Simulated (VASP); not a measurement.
A run of VASP 6.6.1 is set up as follows.

File INCAR:

```
SYSTEM = Sn2TeS
ALGO = Normal ; EDIFF = 1E-7
EDIFFG = -0.01 ; ENCUT = 500
GGA = PE ; GGA_COMPAT = .FALSE.
IBRION = 2 ; ISIF = 4
ISMEAR = 0 ; LASPH = .TRUE.
LCHARG = .FALSE. ; LREAL = .FALSE.
LWAVE = .FALSE. ; NELM = 120
NELMIN = 4 ; NSW = 50
PREC = Accurate ; SIGMA = 0.01
```

The input KPOINTS:

```
k-points
0
G
  12 12 4
  0 0 0
```

POSCAR

```
Sn2TeS
1.0
    4.1911559142      0.0000000000      0.0000000000
   -2.0955779571      3.6296474929      0.0000000000
    0.0000000000      0.0000000000     15.1053592467
Sn Te S
4 2 2
Direct
    0.3333333333      0.6666666667      0.6214695481
    0.6666666667      0.3333333333      0.1214695481
    0.6666666667      0.3333333333      0.3535006298
    0.3333333333      0.6666666667      0.8535006298
    0.0000000000      0.0000000000      0.0068735481
    0.0000000000      0.0000000000      0.5068735481
    0.3333333333      0.6666666667      0.2681596699
    0.6666666667      0.3333333333      0.7681596699
```

Potentials or basis: VASP PAW PBE potentials, release 64 (Sn_d, Te, S).

Command:

```console
$ cat potpaw_PBE.64/Sn_d/POTCAR potpaw_PBE.64/Te/POTCAR potpaw_PBE.64/S/POTCAR > POTCAR
$ mpirun -np 1 vasp_std > vasp.out
```

(1) What does it give for the band gap on the k mesh?

Results:

(1) zero (bands 40 and 41 overlap by 0.13 eV).

Caveat: semilocal functionals underestimate gaps, and a narrow one can read as zero; spin-orbit coupling is left out, which moves the levels of the heavy elements.
